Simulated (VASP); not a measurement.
Os: relaxation of cell and atoms with BLYP

Os:

```xyz
2
Lattice="2.7352 0.0000 0.0000 -1.3676 2.3688 0.0000 0.0000 0.0000 4.3190" Properties=species:S:1:pos:R:3 pbc="T T T"
Os    0.0000    1.5792    1.0797
Os    1.3676    0.7896    3.2393
```

```
Program                : VASP 6.6.1
Task                   : relaxation of cell and atoms
Functional             : BLYP
Potentials or basis    : VASP PAW PBE potentials, release 64 (Os)
Cutoff                 : 600 eV
k mesh                 : 13 × 13 × 7
Occupations            : fermi-dirac, width 0.1 eV
Spin                   : no spin polarisation
Dipole correction      : no
Further INCAR settings : ALGO = Normal; EDIFF = 1e-06; IBRION = 2; EDIFFG = -0.01; NSW = 80; ISIF = 3
```

| Quantity | Value |
| --- | --- |
| Relaxed volume | 15.02 Å³/atom |
| Relaxed cell | a = 2.805 Å, b = 2.805 Å, c = 4.409 Å, α = 90.00°, β = 90.00°, γ = 120.00° |
| Space group after relaxing (to 0.1 Å) | P6_3/mmc (No. 194) |
| Pressure after relaxing | 0.0 GPa |
| Band gap on the k mesh | zero (bands 8 and 9 overlap by 3.42 eV) |

Final structure:
```xyz
2
Lattice="2.8051 0.0000 0.0000 -1.4025 2.4293 0.0000 0.0000 0.0000 4.4090" Properties=species:S:1:pos:R:3 pbc="T T T"
Os    0.0000    1.6195    1.1022
Os    1.4025    0.8098    3.3067
```

Levels at points of the mesh, in eV from the Fermi level:
| k point | band 6 | band 7 | band 8 | band 9 | band 10 | band 11 |
| --- | --- | --- | --- | --- | --- | --- |
| (0.00, 0.00, 0.00) | -2.07 | -2.07 | -1.55 | -1.55 | 0.35 | 1.44 |

Wall time 97 s on 1 thread of Intel(R) Xeon(R) 6975P-C (Granite Rapids) (shared host), peak memory 0.18 GiB.

Caveat: the PAW data sets were made with another functional, which shifts forces and pressure a little; spin-orbit coupling is left out, which moves the levels of the heavy elements. Zero-point motion and thermal expansion aren't in these numbers.
